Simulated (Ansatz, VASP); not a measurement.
## Sb: VASP beside Ansatz

File INCAR:

```
SYSTEM = Sb
PREC = Accurate
ENCUT = 500
EDIFF = 1E-6
ISMEAR = -1
SIGMA = 0.05
LREAL = .False.
LASPH = .True.
NELM = 120
ALGO = Normal
ISIF = 2
LWAVE = .False.
LCHARG = .True.
GGA = PE
LELF = .True.
LVHAR = .True.
NBANDS = 8
GGA_COMPAT = .False.
```

File KPOINTS:

```
Automatic mesh
0
Gamma
  12 12 12
  0 0 0
```

POSCAR

```
Sb
1.0
    2.2922947642      0.0000000000      0.0000000000
    0.0000000000      2.2922947642      0.0000000000
    0.0000000000      0.0000000000      2.2922947642
Sb
1
Direct
    0.0000000000      0.0000000000      0.0000000000
```

Input for Ansatz:

```yaml
crystal:
  lattice:
    - [2.2922947642, 0.0, 0.0]
    - [0.0, 2.2922947642, 0.0]
    - [0.0, 0.0, 2.2922947642]
  atoms:
    - { symbol: Sb, position: [0.0, 0.0, 0.0] }
kpoints:
  mp_grid: { grid: [12, 12, 12] }
  band_path:
    path:
      - [0.0, 0.0, 0.0]
      - [0.0, 0.5, 0.0]
      - [0.5, 0.5, 0.0]
      - [0.0, 0.0, 0.0]
      - [0.5, 0.5, 0.5]
      - [0.0, 0.5, 0.0]
      - [0.5, 0.5, 0.5]
      - [0.5, 0.5, 0.0]
    npoints: 8
scf:
  occupations: { method: fermi_dirac, width: 0.05 }
hamiltonian:
  xc: pbe
  pseudopotentials: { kind: paw }
output:
  forces: true
  stress: true
  eigenvalues: true
  populations: true
  dos: { projected: true, de: 0.2, e_range: [-14, 8] }
```

Change from the starting cell: volume scaled by 0.4, PAW files.

Alike in both runs: task single point; functional PBE; k mesh 12 × 12 × 12; occupations fermi-dirac, width 0.05 eV; no spin polarisation.

```csv
,VASP,Ansatz
version,VASP 6.6.1,Ansatz 0.2.0
potentials or method,"VASP PAW PBE potentials, release 64 (Sb)","PAW with Ansatz's default frozen-core files, scalar-relativistic"
plane-wave cutoff (eV),500,420
valence electrons in the cell,5,15
```

|  | VASP | Ansatz | Ansatz less VASP |
| --- | --- | --- | --- |
| pressure (GPa) | 418.0 | 409.9 | -8.08 |

Both programs put the cell under a high pressure, so it lies far from rest at this level. VASP's potentials hold 5 valence electrons a cell and Ansatz's 15, so a difference there can come from the potentials and not from the codes.

Spin-orbit coupling is off throughout. Noted on VASP's run: the cell as given lies far from equilibrium.
